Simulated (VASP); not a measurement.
Wanted: the native input for a VASP 6.6.1 run.

```
Task                   : single point
Functional             : PBE
Potentials or basis    : VASP PAW PBE potentials, release 64 (C)
Cutoff                 : 520 eV
k mesh                 : 12 × 12 × 2
Occupations            : gaussian, width 0.05 eV
Spin                   : no spin polarisation
Dipole correction      : no
Further INCAR settings : ALGO = Normal; EDIFF = 1e-07; NBANDS = 36
```

The structure of C lies in POSCAR:

```
C
1.0
    2.5647000000      0.0000000000      0.0000000000
   -1.2823500000      2.2210953531      0.0000000000
    0.0000000000      0.0000000000     12.7398000000
C
12
Direct
    0.0000000000      0.0000000000      0.1868593266
    0.0000000000      0.0000000000      0.6868593266
    0.0000000000      0.0000000000      0.3131406734
    0.0000000000      0.0000000000      0.8131406734
    0.3333333333      0.6666666667      0.5207665411
    0.6666666667      0.3333333333      0.0207665411
    0.3333333333      0.6666666667      0.9792334589
    0.6666666667      0.3333333333      0.4792334589
    0.3333333333      0.6666666667      0.6450950823
    0.6666666667      0.3333333333      0.1450950823
    0.3333333333      0.6666666667      0.8549049177
    0.6666666667      0.3333333333      0.3549049177
```

One way to write it, as run:

INCAR

```
PREC     = Accurate       # precision mode
ENCUT    = 520            # plane-wave cutoff, eV
EDIFF    = 1E-7           # SCF threshold, eV
ISMEAR   = 0              # smearing method
SIGMA    = 0.05           # smearing width, eV
LREAL    = F              # projectors in reciprocal space
LASPH    = T              # aspherical terms in the spheres
NELM     = 60             # most SCF steps
ALGO     = Normal         # electronic algorithm
ISIF     = 2              # what is computed and relaxed
LWAVE    = F              # write WAVECAR
LCHARG   = F              # write CHGCAR
GGA      = PE             # functional
NBANDS   = 36             # bands
```

KPOINTS

```
regular mesh
0
Gamma
  12 12 2
```

Potentials or basis: VASP PAW PBE potentials, release 64 (C).

Command:

```sh
$ cat potpaw_PBE.64/C/POTCAR > POTCAR
$ mpirun -np 1 vasp_std > vasp.out
```

Results of the run:

* Pressure: -22.6 GPa
* Largest force: 0.046 eV/Å
* Band gap on the k mesh: 4.30 eV, indirect (least direct gap 5.18 eV)

Run time: 100 s on 1 thread of Intel(R) Xeon(R) 6975P-C (Granite Rapids), on a shared host, peak memory 0.21 GiB.
